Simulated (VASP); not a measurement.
A run of VASP 6.6.1:

The input INCAR:

```
SYSTEM = Ga4Bi3Sb
PREC = Accurate ; ENCUT = 500
EDIFF = 1E-6 ; ISMEAR = -1
SIGMA = 0.02 ; LREAL = .False.
LASPH = .True. ; NELM = 120
ALGO = Normal ; ISIF = 2
LWAVE = .False. ; LCHARG = .False.
GGA = PE ; NBANDS = 61
GGA_COMPAT = .False.
```

File KPOINTS:

```
regular mesh
0
Gamma
  6 6 6
  0 0 0
```

File POSCAR:

```
Ga4Bi3Sb
1.0
   -3.1930728073      3.1930728073      6.3991900983
    3.1930728073     -3.1930728073      6.3991900983
    3.1930728073      3.1930728073     -6.3991900983
Sb Ga Bi
1 4 3
Direct
    0.0000000000      0.0000000000      0.0000000000
    0.6324178227      0.6324178227      0.5108962998
    0.8784784771      0.3675821773      0.0000000000
    0.1215215229      0.1215215229      0.4891037002
    0.3675821773      0.8784784771      0.0000000000
    0.2500000000      0.7500000000      0.5000000000
    0.5000000000      0.5000000000      0.0000000000
    0.7500000000      0.2500000000      0.5000000000
```

Potentials or basis: VASP PAW PBE potentials, release 64 (Sb, Ga_d, Bi_d).

Launch:

```bash
$ cat potpaw_PBE.64/Sb/POTCAR potpaw_PBE.64/Ga_d/POTCAR potpaw_PBE.64/Bi_d/POTCAR > POTCAR
$ mpirun -np 1 vasp_std > vasp.out
```

Hardware: 1 thread of Intel Xeon 8259CL (shared host).

Question: How long does it take, and how much memory?

Answer: Wall time 14 min on 1 thread of Intel Xeon 8259CL, with other jobs on the host, peak memory 0.74 GiB. Counts: scf iterations 13, k points 30.
